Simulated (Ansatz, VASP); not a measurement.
# Pt in VASP and in Ansatz

The input POSCAR:

```
Pt
1.0
    2.6041501060      0.0000000000      0.0000000000
    0.0000000000      2.6041501060      0.0000000000
    0.0000000000      0.0000000000      2.6041501060
Pt
1
Direct
    0.0000000000      0.0000000000      0.0000000000
```

INCAR.step1

```
SYSTEM = Pt
  PREC = Accurate
  ENCUT = 550
  ISMEAR = -1
  SIGMA = 0.1
  LREAL = .False.
  LASPH = .True.
  NELM = 120
  NBANDS = 11
  GGA = PE
  ALGO = Normal
  EDIFF = 1E-5
  LWAVE = .True.
  LCHARG = .False.
  GGA_COMPAT = .False.
```

The input INCAR.step2:

```
SYSTEM = Pt
  PREC = Accurate
  ENCUT = 550
  EDIFF = 1E-6
  ISMEAR = -1
  SIGMA = 0.1
  LREAL = .False.
  LASPH = .True.
  NELM = 120
  ALGO = Normal
  ISIF = 2
  LWAVE = .False.
  LCHARG = .False.
  METAGGA = R2SCAN
  LMIXTAU = .True.
  NBANDS = 11
  ISTART = 1
  GGA_COMPAT = .False.
```

Contents of KPOINTS:

```
regular mesh
0
Gamma
  14 14 14
  0 0 0
```

Input for Ansatz:

```yaml
crystal:
  lattice:
    - [2.604150106, 0.0, 0.0]
    - [0.0, 2.604150106, 0.0]
    - [0.0, 0.0, 2.604150106]
  atoms:
    - { symbol: Pt, position: [0.0, 0.0, 0.0] }
hamiltonian:
  xc: r2scan
  pseudopotentials:
    kind: paw
    azcp:
      Pt: "pseudopotentials/Pt.paw.azcp"
basis:
  ecutwfc: 500
  fft_grid_basis: typed
kpoints:
  mp_grid: { grid: [14, 14, 14], shift: [0, 0, 0] }
magnetization:
  spin_polarized: false
scf:
  occupations: { method: fermi_dirac, width: 0.1 }
  lower_state_search: "off"
output:
  stress: true
```

Alike in both runs: task single point; functional r2SCAN; k mesh 14 × 14 × 14; occupations fermi-dirac, width 0.1 eV; no spin polarisation.

```csv
,VASP,Ansatz
version,VASP 6.6.1,Ansatz 0.2.0
potentials or method,"VASP PAW PBE potentials, release 64 (Pt), cutoff 550 eV","plane waves (500 eV) with PAW, scalar-relativistic"
valence electrons in the cell,10,18
```

Ansatz gave:

| Quantity | Value |
| --- | --- |
| pressure (GPa) | 0.2 |

Q: Which values does VASP return?

A: Pressure (GPa): 0.7.

VASP's potentials were made for PBE, not for r2SCAN. VASP's potentials hold 10 valence electrons a cell and Ansatz's 18, so a difference there can come from the potentials and not from the codes.

Neither program's run includes spin-orbit coupling.
